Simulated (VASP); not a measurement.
# Se (Fm-3m) in VASP: a series of runs

Se is run at these levels: r2SCAN; tasks: single point.

Program: VASP 6.6.1. These are calculated values, not measurements. Logs are shortened: lines on timing, memory, paths and dates and some standing lists are left out, and cuts for length are marked.

### Step 1. The cell of the first run

It takes space group Fm-3m (No. 225, cubic). The conventional cell has a = 4.453 Å, b = 4.453 Å, c = 4.453 Å, α = 90.00°, β = 90.00°, γ = 90.00°. Within 4.1 Å of Se (site symmetry m-3m) lie 12 Se at 3.15 Å.

This isn't the form of Se at room conditions, which is trigonal, of chains.

### Step 2. Single point, r2SCAN (22.08 Å³/atom)

Contents of POSCAR:

```
Se
1.0
    0.0000000000      2.2266387479      2.2266387479
    2.2266387479      0.0000000000      2.2266387479
    2.2266387479      2.2266387479      0.0000000000
Se
1
Direct
    0.0000000000      0.0000000000      0.0000000000
```

Contents of INCAR.step1:

```
SYSTEM = Se
  PREC = Accurate
  ENCUT = 520
  ISMEAR = -1
  SIGMA = 0.1
  LREAL = .FALSE.
  LASPH = .TRUE.
  NELM = 100
  NBANDS = 9
  GGA = PE
  ALGO = Normal
  EDIFF = 1E-4
  LWAVE = .TRUE.
  LCHARG = .FALSE.
```

Contents of INCAR.step2:

```
SYSTEM = Se
  PREC = Accurate
  ENCUT = 520
  EDIFF = 1E-6
  ISMEAR = -1
  SIGMA = 0.1
  LREAL = .FALSE.
  LASPH = .TRUE.
  NELM = 100
  ALGO = Normal
  ISIF = 2
  LWAVE = .FALSE.
  LCHARG = .FALSE.
  METAGGA = R2SCAN
  LMIXTAU = .TRUE.
  NBANDS = 9
  ISTART = 1
```

Contents of KPOINTS:

```
regular mesh
0
G
  14 14 14
  0 0 0
```

Potentials or basis: VASP PAW PBE potentials, release 64 (Se).

The run is started by

```sh
$ cat potpaw_PBE.64/Se/POTCAR > POTCAR
$ cp INCAR.step1 INCAR
$ mpirun -np 1 vasp_std > vasp.out
$ cp INCAR.step2 INCAR
$ mpirun -np 1 vasp_std > vasp.out
```

OUTCAR:

```text
SYSTEM = Se
   PREC = Accurate
   ENCUT = 520
   EDIFF = 1E-6
   ISMEAR = -1
   LREAL = .FALSE.
   LASPH = .TRUE.
   NELM = 100
   ISIF = 2
   METAGGA = R2SCAN
   ISTART = 1

 ion  position               nearest neighbor table
   1  0.000  0.000  0.000-

  LATTYP: Found a face centered cubic cell.
 ALAT       =     4.4532774958

  Lattice vectors:

 A1 = (   0.0000000000,   2.2266387479,   2.2266387479)
 A2 = (   2.2266387479,   0.0000000000,   2.2266387479)
 A3 = (   2.2266387479,   2.2266387479,   0.0000000000)

Analysis of symmetry for initial positions (statically):
=====================================================================
 Subroutine PRICEL returns:
 Original cell was already a primitive cell.

 Routine SETGRP: Setting up the symmetry group for a
 face centered cubic supercell.

 Subroutine GETGRP returns: Found 48 space group operations
 (whereof 48 operations were pure point group operations)
 out of a pool of 48 trial point group operations.

The static configuration has the point symmetry O_h .

Analysis of symmetry for dynamics (positions and initial velocities):
=====================================================================
 Subroutine PRICEL returns:
 Original cell was already a primitive cell.

 Routine SETGRP: Setting up the symmetry group for a
 face centered cubic supercell.

 Subroutine GETGRP returns: Found 48 space group operations
 (whereof 48 operations were pure point group operations)
 out of a pool of 48 trial point group operations.

The dynamic configuration has the point symmetry O_h .

 Subroutine INISYM returns: Found 48 space group operations
 (whereof 48 operations are pure point group operations),
 and found     1 'primitive' translations

----------------------------------------------------------------------------------------

                                     Primitive cell

  volume of cell :      22.0790

  direct lattice vectors                    reciprocal lattice vectors
     0.000000000  2.226638748  2.226638748    -0.224553714  0.224553714  0.224553714
     2.226638748  0.000000000  2.226638748     0.224553714 -0.224553714  0.224553714
     2.226638748  2.226638748  0.000000000     0.224553714  0.224553714 -0.224553714

  length of vectors
     3.148942716  3.148942716  3.148942716     0.388938441  0.388938441  0.388938441

  position of ions in fractional coordinates (direct lattice)
     0.000000000  0.000000000  0.000000000

  ion indices of the primitive-cell ions
   primitive index   ion index
                 1           1

----------------------------------------------------------------------------------------

 KPOINTS: regular mesh

Automatic generation of k-mesh.
 Grid dimensions read from file:
 generate k-points for:   14   14   14

 Generating k-lattice:

  Cartesian coordinates                     Fractional coordinates (reciprocal lattice)
    -0.016039551  0.016039551  0.016039551     0.071428571  0.000000000  0.000000000
     0.016039551 -0.016039551  0.016039551     0.000000000  0.071428571  0.000000000
     0.016039551  0.016039551 -0.016039551     0.000000000  0.000000000  0.071428571

  Length of vectors
     0.027781317  0.027781317  0.027781317

  Shift w.r.t. Gamma in fractional coordinates (k-lattice)
     0.000000000  0.000000000  0.000000000

 Subroutine IBZKPT returns following result:
 ===========================================

 Found    104 irreducible k-points:

 Following reciprocal coordinates:
            Coordinates               Weight
  0.000000  0.000000  0.000000      1.000000
  0.071429  0.000000  0.000000      8.000000
  0.142857  0.000000  0.000000      8.000000
  0.214286  0.000000  0.000000      8.000000
  0.285714  0.000000  0.000000      8.000000
  0.357143  0.000000  0.000000      8.000000
[... 16 lines left out ...]
  0.214286  0.142857  0.000000     24.000000
  0.285714  0.142857  0.000000     24.000000
 [... further k-points ...]
   k-points           NKPTS =    104   k-points in BZ     NKDIM =    104   number of bands    NBANDS=      9
   number of dos      NEDOS =    301   number of ions     NIONS =      1
   total plane-waves  NPLWV =  13824
   dimension x,y,z NGX =    24 NGY =   24 NGZ =   24
   dimension x,y,z NGXF=    48 NGYF=   48 NGZF=   48
   ions per type =               1
   NGX,Y,Z   is equivalent  to a cutoff of  12.67, 12.67, 12.67 a.u.
   NGXF,Y,Z  is equivalent  to a cutoff of  25.34, 25.34, 25.34 a.u.
 SYSTEM =  Se
   PREC   = accura    normal or accurate (medium, high low for compatibility)
   ISTART =      1    job   : 0-new  1-cont  2-samecut
   ICHARG =      0    charge: 1-file 2-atom 10-const
   ISPIN  =      1    spin polarized calculation?
   LNONCOLLINEAR =      F non collinear calculations
   LSORBIT =      F    spin-orbit coupling
   LASPH  =      T    aspherical Exc in radial PAW
   ENCUT  =  520.0 eV  38.22 Ry    6.18 a.u.   5.85  5.85  5.85*2*pi/ulx,y,z
   NELM   =    100;   NELMIN=  2; NELMDL=  0     # of ELM steps
   EDIFF  = 0.1E-05   stopping-criterion for ELM
   LREAL  =      F    real-space projection
   EDIFFG = 0.1E-04   stopping-criterion for IOM
   NSW    =      0    number of steps for IOM
   IBRION =     -1    ionic relax: 0-MD 1-quasi-New 2-CG
   NFREE  =      0    steps in history (QN), initial steepest desc. (CG)
   ISIF   =      2    stress and relaxation
   ISYM   =      2    0-nonsym 1-usesym 2-fastsym
   POTIM  = 0.5000    time-step for ionic-motion
   TEBEG  =    0.0;   TEEND  =   0.0 temperature during run
   PSTRESS=    0.0 pullay stress
   NELECT =       6.0000    total number of electrons
   NUPDOWN=      -1.0000    fix difference up-down
   EMIN   =  10.00;   EMAX   =-10.00  energy-range for DOS
   EFERMI =   0.00;   METHOD = LEGACY
   ISMEAR =    -1;   SIGMA  =   0.10  broadening in eV -4-tet -1-fermi 0-gaus
   EFERMI_NEDOS =   21; number of points for ismear=-14 and -15
   IALGO  =     38    algorithm
   IMIX   =      4    mixing-type and parameters
     AMIX     =   0.40;   BMIX     =  1.00
     AMIX_MAG =   1.60;   BMIX_MAG =  1.00
  volume/ion in A,a.u.               =      22.08       149.00
  Fermi-wavevector in a.u.,A,eV,Ry     =   1.060390  2.003846 15.298748  1.124426
  Thomas-Fermi vector in A             =   2.195769
   LORBIT       =      0    0 simple, 1 ext, 2 COOP (PROOUT), +10 PAW based schemes
   METAGGA = R2SCAN    functional components
   LHFCALC =     F    Hartree Fock is set to
   AEXX    =    0.0000 exact exchange contribution
   IVDW    =     0    specifies the selected vdW correction
   LEPSILON=     F    determine dielectric tensor
   LRPA    =     F    only Hartree local field effects (RPA)
 non-spin polarized calculation
  energy-cutoff  :      520.00
  volume of cell :       22.08
 maximum number of plane-waves:       609
   NGX = 11   NGY = 11   NGZ = 11

 number of electron       5.9999999 magnetization

 Free energy of the ion-electron system (eV)
  ---------------------------------------------------
  ext. energy  EPLUGINS =         0.00000000
  ---------------------------------------------------
  free energy    TOTEN  =       -13.39346135 eV

  energy without entropy =      -13.35812973  energy(sigma->0) =      -13.37579554

 E-fermi :   4.2075     XC(G=0): -10.7041

 val. band max:        4.2059717267   @ k =   0.3571   0.2143   0.0714
 cond. band min:       4.2147415030   @ k =   0.3571   0.2143   0.0000
 fundamental gap:      0.0087697764
 Fermi energy:         4.2074998486

 k-point     1 :       0.0000    0.0000    0.0000
  band No.  band energies     occupation
      1     -11.7690      2.00000
      2       6.9372      0.00000
      3       6.9372      0.00000
      4       6.9372      0.00000
      5      15.5265      0.00000
      6      16.7313      0.00000
      7      16.7313      0.00000
      8      16.7313      0.00000
      9      20.8935      0.00000

 k-point     2 :       0.0714    0.0000    0.0000
  band No.  band energies     occupation
      1     -11.6736      2.00000
      2       6.2928      0.00000
      3       6.8624      0.00000
      4       6.8624      0.00000
      5      15.7771      0.00000
      6      16.5902      0.00000
      7      16.9132      0.00000
      8      16.9132      0.00000
      9      21.6489      0.00000

 k-point     3 :       0.1429    0.0000    0.0000
  band No.  band energies     occupation
      1     -11.3919      2.00000
      2       4.7695      0.00722
      3       6.6657      0.00000
      4       6.6657      0.00000
      5      15.2012      0.00000
      6      17.3070      0.00000
      7      17.3070      0.00000
      8      17.6832      0.00000
      9      20.7072      0.00000

 k-point     4 :       0.2143    0.0000    0.0000
  band No.  band energies     occupation
      1     -10.9393      2.00000
      2       2.9419      1.99999
      3       6.4093      0.00000
      4       6.4093      0.00000
      5      14.4776      0.00000
      6      17.3859      0.00000
      7      17.3859      0.00000
      8      19.2315      0.00000
      9      20.6701      0.00000
[... 205 lines left out ...]
 k-point    22 :       0.1429    0.1429    0.0000
  band No.  band energies     occupation
      1     -11.2655      2.00000
      2       5.1641      0.00014
      3       6.0060      0.00000
      4       6.0060      0.00000
      5      14.5847      0.00000
      6      16.4838      0.00000
      7      18.3973      0.00000
      8      18.3973      0.00000
      9      19.2259      0.00000

 k-point    23 :       0.2143    0.1429    0.0000
  band No.  band energies     occupation
      1     -10.9303      2.00000
      2       3.9372      1.87441
      3       5.6390      0.00000
      4       5.7682      0.00000
      5      14.1745      0.00000
      6      15.8817      0.00000
      7      18.2613      0.00000
      8      19.0147      0.00000
      9      20.6542      0.00000

 k-point    24 :       0.2857    0.1429    0.0000
  band No.  band energies     occupation
      1     -10.4377      2.00000
      2       2.3327      2.00000
      3       5.3436      0.00002
      4       5.4325      0.00001
      5      13.9913      0.00000
      6      15.6546      0.00000
      7      18.0034      0.00000
      8      19.0085      0.00000
      9      22.5786      0.00000

 [... further k-points ...]

------------------------ aborting loop because EDIFF is reached ----------------------------------------

  FORCE on cell =-STRESS in cart. coord.  units (eV):
  Direction    XX          YY          ZZ          XY          YZ          ZX
  --------------------------------------------------------------------------------------
  -------------------------------------------------------------------------------------
  Total       -0.6409292     -0.6409292     -0.6409292      0.0000000     -0.0000000      0.0000000
  in kB      -46.5094656    -46.5094656    -46.5094656      0.0000000     -0.0000000      0.0000000
  external PRESSURE =     -46.5094656 kB  Pullay stress =       0.0000000 kB

 VOLUME and BASIS-vectors are now :
 -----------------------------------------------------------------------------
  energy-cutoff  :      520.00
  volume of cell :       22.08
      direct lattice vectors                 reciprocal lattice vectors
     0.000000000  2.226638748  2.226638748    -0.224553714  0.224553714  0.224553714
     2.226638748  0.000000000  2.226638748     0.224553714 -0.224553714  0.224553714
     2.226638748  2.226638748  0.000000000     0.224553714  0.224553714 -0.224553714

 POSITION                                       TOTAL-FORCE (eV/Angst)
 -----------------------------------------------------------------------------------
      0.00000      0.00000      0.00000         0.000000      0.000000      0.000000
 -----------------------------------------------------------------------------------
    total drift:                                0.000000     -0.000000     -0.000000

  FREE ENERGIE OF THE ION-ELECTRON SYSTEM (eV)
  ---------------------------------------------------
  free  energy   TOTEN  =       -13.3934613474 eV

  energy  without entropy=      -13.3581297258  energy(sigma->0) =      -13.37579554
```

Run time: 36 s. Hardware: 1 thread of Intel Xeon Platinum 8375C at 2.90GHz (Ice Lake), shared host; peak memory 0.15 GiB.

Results:

* Free energy: -13.3935 eV
* Pressure: -4.7 GPa
* Band gap on the k mesh: zero (bands 3 and 4 overlap by 4.63 eV)

Caveat: the cell stands under tension; the PAW data sets were made with another functional, which shifts forces and pressure a little.

(Part 1 of 2 ends here.)
